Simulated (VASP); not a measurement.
# Ge2Sb2Te5 (C2/m) in VASP: single point with PBE+D3(BJ)

Aim: the single point of Ge2Sb2Te5 with PBE+D3(BJ).

Program: VASP 6.6.1. These are calculated values, not measurements. Logs are shortened: lines on timing, memory, paths and dates and some standing lists are left out, and cuts for length are marked.

### Step 1. The cell of the first run

The typed cell holds 9 atoms: a = 4.214 Å, b = 4.214 Å, c = 17.368 Å, α = 96.95°, β = 83.05°, γ = 120.00°.

### Step 2. Single point, PBE+D3(BJ)

INCAR

```
SYSTEM = Ge2Sb2Te5
ALGO = Normal
EDIFF = 1E-6
ENCUT = 520
GGA = PE
ISIF = 2
ISMEAR = 0
ISYM = 0
IVDW = 12
KPAR = 4
LASPH = .TRUE.
LCHARG = .TRUE.
LREAL = .FALSE.
LVHAR = .TRUE.
LWAVE = .FALSE.
NBANDS = 44
NELM = 80
PREC = Accurate
SIGMA = 0.03
```

KPOINTS

```
k-points
0
G
  10 10 2
  0 0 0
```

POSCAR

```
Ge2Sb2Te5
1.0
    4.2143955254     -0.0000544037     -0.0008268714
   -2.1072448777      3.6497463847      0.0008268714
    2.1038378868     -1.2146513703     17.1974765742
Te Ge Sb
5 2 2
Direct
    0.0000000000      0.0000000000      0.0000000000
    0.6013554538      0.3986445462      0.1964504075
    0.1956692692      0.8043307308      0.4140277406
    0.8043307308      0.1956692692      0.5859722594
    0.3986445462      0.6013554538      0.8035495925
    0.3002770766      0.6997229234      0.0993320218
    0.6997229234      0.3002770766      0.9006679782
    0.8958405686      0.1041594314      0.3132250375
    0.1041594314      0.8958405686      0.6867749625
```

Potentials or basis: VASP PAW PBE potentials, release 64 (Te, Ge_d, Sb).

On the command line:

```
> cat potpaw_PBE.64/Te/POTCAR potpaw_PBE.64/Ge_d/POTCAR potpaw_PBE.64/Sb/POTCAR > POTCAR
> mpirun -np 4 vasp_std > vasp.out
```

OUTCAR:

```text
SYSTEM = Ge2Sb2Te5
   EDIFF = 1E-6
   ENCUT = 520
   GGA = PE
   ISIF = 2
   ISMEAR = 0
   ISYM = 0
   IVDW = 12
   LASPH = .TRUE.
   LREAL = .FALSE.
   NELM = 80
   PREC = Accurate
 IVDW          = 12

 ion  position               nearest neighbor table
   1  0.000  0.000  0.000-   6 2.97   7 2.97   6 2.97   7 2.97   7 2.97   6 2.97
   2  0.601  0.399  0.196-   6 2.95   6 2.95   6 2.95   8 3.15   8 3.16   8 3.16
   3  0.196  0.804  0.414-   8 2.99   8 2.99   8 2.99
   4  0.804  0.196  0.586-   9 2.99   9 2.99   9 2.99
   5  0.399  0.601  0.804-   7 2.95   7 2.95   7 2.95   9 3.15   9 3.16   9 3.16
   6  0.300  0.700  0.099-   2 2.95   2 2.95   2 2.95   1 2.97   1 2.97   1 2.97
   7  0.700  0.300  0.901-   5 2.95   5 2.95   5 2.95   1 2.97   1 2.97   1 2.97
   8  0.896  0.104  0.313-   3 2.99   3 2.99   3 2.99   2 3.15   2 3.16   2 3.16
   9  0.104  0.896  0.687-   4 2.99   4 2.99   4 2.99   5 3.15   5 3.16   5 3.16

IMPORTANT INFORMATION: All symmetrisations will be switched off!
NOSYMM: (Re-)initialisation of all symmetry stuff for point group C_1.

----------------------------------------------------------------------------------------

                                     Primitive cell

  volume of cell :     264.5290

  direct lattice vectors                    reciprocal lattice vectors
     4.214395525 -0.000054404 -0.000826871     0.237279925  0.137002097 -0.019351020
    -2.107244878  3.649746385  0.000826871     0.000007334  0.273991491  0.019351020
     2.103837887 -1.214651370 17.197476574     0.000011408 -0.000006587  0.058146205

  length of vectors
     4.214395607  4.214395607 17.368209819     0.274673987  0.274673987  0.058146206

  position of ions in fractional coordinates (direct lattice)
     0.000000000  0.000000000  0.000000000
     0.601355454  0.398644546  0.196450408
     0.195669269  0.804330731  0.414027741
     0.804330731  0.195669269  0.585972259
     0.398644546  0.601355454  0.803549592
     0.300277077  0.699722923  0.099332022
     0.699722923  0.300277077  0.900667978
     0.895840569  0.104159431  0.313225037
     0.104159431  0.895840569  0.686774963

  ion indices of the primitive-cell ions
   primitive index   ion index
                 1           1
                 2           2
                 3           3
                 4           4
                 5           5
                 6           6
                 7           7
                 8           8
                 9           9

[... 79 lines left out ...]
   POTIM  = 0.5000    time-step for ionic-motion
   TEBEG  =    0.0;   TEEND  =   0.0 temperature during run
   PSTRESS=    0.0 pullay stress
   NELECT =      68.0000    total number of electrons
   NUPDOWN=      -1.0000    fix difference up-down
   EMIN   =  10.00;   EMAX   =-10.00  energy-range for DOS
   EFERMI =   0.00;   METHOD = LEGACY
   ISMEAR =     0;   SIGMA  =   0.03  broadening in eV -4-tet -1-fermi 0-gaus
   EFERMI_NEDOS =   21; number of points for ismear=-14 and -15
   IALGO  =     38    algorithm
   IMIX   =      4    mixing-type and parameters
     AMIX     =   0.40;   BMIX     =  1.00
     AMIX_MAG =   1.60;   BMIX_MAG =  1.00
  volume/ion in A,a.u.               =      29.39       198.35
  Fermi-wavevector in a.u.,A,eV,Ry     =   1.040926  1.967066 14.742290  1.083528
  Thomas-Fermi vector in A             =   2.175524
   LORBIT       =      0    0 simple, 1 ext, 2 COOP (PROOUT), +10 PAW based schemes
   GGA     = PE    functional components
   LHFCALC =     F    Hartree Fock is set to
   AEXX    =    0.0000 exact exchange contribution
   IVDW    =    12    specifies the selected vdW correction
   LEPSILON=     F    determine dielectric tensor
   LRPA    =     F    only Hartree local field effects (RPA)
 non-spin polarized calculation
 Gauss-broadening in eV      SIGMA  =   0.03
  energy-cutoff  :      520.00
  volume of cell :      264.53
 maximum number of plane-waves:      7160
   NGX = 15   NGY = 15   NGZ = 65

 number of electron      68.0000004 magnetization

 Free energy of the ion-electron system (eV)
  ---------------------------------------------------
  ext. energy  EPLUGINS =         0.00000000
  ---------------------------------------------------
  free energy    TOTEN  =       -33.86802893 eV

  energy without entropy =      -33.86802893  energy(sigma->0) =      -33.86802893

 E-fermi :   6.8015     XC(G=0):  -9.5513

 val. band max:        6.6900887484   @ k =   0.0000   0.0000   0.0000
 cond. band min:       6.9174420762   @ k =   0.5000   0.5000   0.0000
 fundamental gap:      0.2273533278
 Fermi energy:         6.8014531465

 k-point     1 :       0.0000    0.0000    0.0000
  band No.  band energies     occupation
      1     -18.3363      2.00000
      2     -18.3362      2.00000
      3     -18.3354      2.00000
      4     -18.3354      2.00000
      5     -18.3302      2.00000
      6     -18.3298      2.00000
[... 1117 lines left out ...]
     43       9.9676      0.00000
     44      10.0648      0.00000

 [... further k-points ...]

------------------------ aborting loop because EDIFF is reached ----------------------------------------

 Edisp (eV)   -3.84741

 E8    (eV) :    -1.7663

  FORCE on cell =-STRESS in cart. coord.  units (eV):
  Direction    XX          YY          ZZ          XY          YZ          ZX
  --------------------------------------------------------------------------------------
  -------------------------------------------------------------------------------------
  Total      -0.09222    -0.09207    -0.06443     0.00038     0.00036    -0.00082
  in kB      -0.55855    -0.55762    -0.39026     0.00228     0.00219    -0.00495
  external pressure =       -0.50 kB  Pullay stress =        0.00 kB

 VOLUME and BASIS-vectors are now :
 -----------------------------------------------------------------------------
  energy-cutoff  :      520.00
  volume of cell :      264.53
      direct lattice vectors                 reciprocal lattice vectors
     4.214395525 -0.000054404 -0.000826871     0.237279925  0.137002097 -0.019351020
    -2.107244878  3.649746385  0.000826871     0.000007334  0.273991491  0.019351020
     2.103837887 -1.214651370 17.197476574     0.000011408 -0.000006587  0.058146205

 POSITION                                       TOTAL-FORCE (eV/Angst)
 -----------------------------------------------------------------------------------
      0.00000      0.00000      0.00000         0.000001     -0.000001     -0.000047
      2.10761      1.21630      3.37828         0.000149     -0.000085      0.009586
      0.00075      2.43269      7.12074         0.000315     -0.000182      0.017269
      4.21024      0.00235     10.07674        -0.000322      0.000184     -0.017291
      2.10338      1.21874     13.81919        -0.000149      0.000085     -0.009658
     -0.00002      2.43314      1.70859        -0.000270      0.000156      0.002828
      4.21101      0.00190     15.48889         0.000271     -0.000155     -0.002635
      4.21491     -0.00035      5.38603        -0.000279      0.000168     -0.023220
     -0.00392      2.43539     11.81145         0.000285     -0.000170      0.023168
 -----------------------------------------------------------------------------------
    total drift:                                0.000014     -0.000003      0.000058

  FREE ENERGIE OF THE ION-ELECTRON SYSTEM (eV)
  ---------------------------------------------------
  free  energy   TOTEN  =       -37.7154424489 eV

  energy  without entropy=      -37.7154424487  energy(sigma->0) =      -37.71544245
```

stdout:

```text
POSCAR found type information on POSCAR TeGeSb
 POSCAR found :  3 types and       9 ions
 scaLAPACK will be used
 LDA part: xc-table for (Slater+PW92), standard interpolation
 POSCAR, INCAR and KPOINTS ok, starting setup
 FFT: planning ... GRIDC
 FFT: planning ... GRID_SOFT
 FFT: planning ... GRID
 WAVECAR not read
 entering main loop
```

It took 14 min on 4 MPI ranks of Oxide Virtual Turin-like, shared host; peak memory 1.1 GiB.

Results:

| Property | Result |
| --- | --- |
| Free energy | -37.7154 eV |
| Pressure | -0.1 GPa |
| Largest force | 0.023 eV/Å |
| Band gap on the k mesh | 0.23 eV (least direct gap 0.28 eV) |
| Dispersion energy per atom | -0.427 eV |

Forces in eV/Å, atoms in the order of the input:
```
Te   0.000  0.000  0.000
Te   0.000  0.000  0.010
Te   0.000  0.000  0.017
Te   0.000  0.000 -0.017
Te   0.000  0.000 -0.010
Ge   0.000  0.000  0.003
Ge   0.000  0.000 -0.003
Sb   0.000  0.000 -0.023
Sb   0.000  0.000  0.023
```

Caveat: semilocal functionals underestimate gaps, and a narrow one can read as zero; spin-orbit coupling is left out, which moves the levels of the heavy elements. A k mesh can miss the band edges.
